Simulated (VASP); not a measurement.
A run of VASP 6.6.1 is set up as follows.

The input INCAR:

```
ALGO = Normal ; EDIFF = 1E-6
ENCUT = 500 ; GGA = PE
GGA_COMPAT = F ; ISIF = 2
ISMEAR = 0 ; LASPH = T
LCHARG = F ; LREAL = F
LWAVE = F ; NBANDS = 24
NELM = 120 ; PREC = Accurate
SIGMA = 0.1
```

Contents of KPOINTS:

```
k-points
0
Gamma
  4 4 4
```

The input POSCAR:

```
SnS3
1.0
    0.0000000000      3.7136280600      3.7136280600
    3.7136280600      0.0000000000      3.7136280600
    3.7136280600      3.7136280600      0.0000000000
Sn S
1 3
Direct
    0.5000000000      0.5000000000      0.5000000000
    0.0000000000      0.0000000000      0.0000000000
    0.2500000000      0.2500000000      0.2500000000
    0.7500000000      0.7500000000      0.7500000000
```

Potentials or basis: VASP PAW PBE potentials, release 64 (Sn_d, S).

Command:

```bash
$ cat potpaw_PBE.64/Sn_d/POTCAR potpaw_PBE.64/S/POTCAR > POTCAR
$ mpirun -np 1 vasp_std > vasp.out
```

(1) Estimate the band gap on the k mesh.

(2) Predict the pressure.

## Answers

(1) zero (bands 16 and 17 overlap by 1.14 eV).

(2) -9.9 GPa.

Caveat: the k points lie up to 0.37 Å⁻¹ apart, too coarse for converged energies and pressures of a metal; spin-orbit coupling is left out, which moves the levels of the heavy elements.
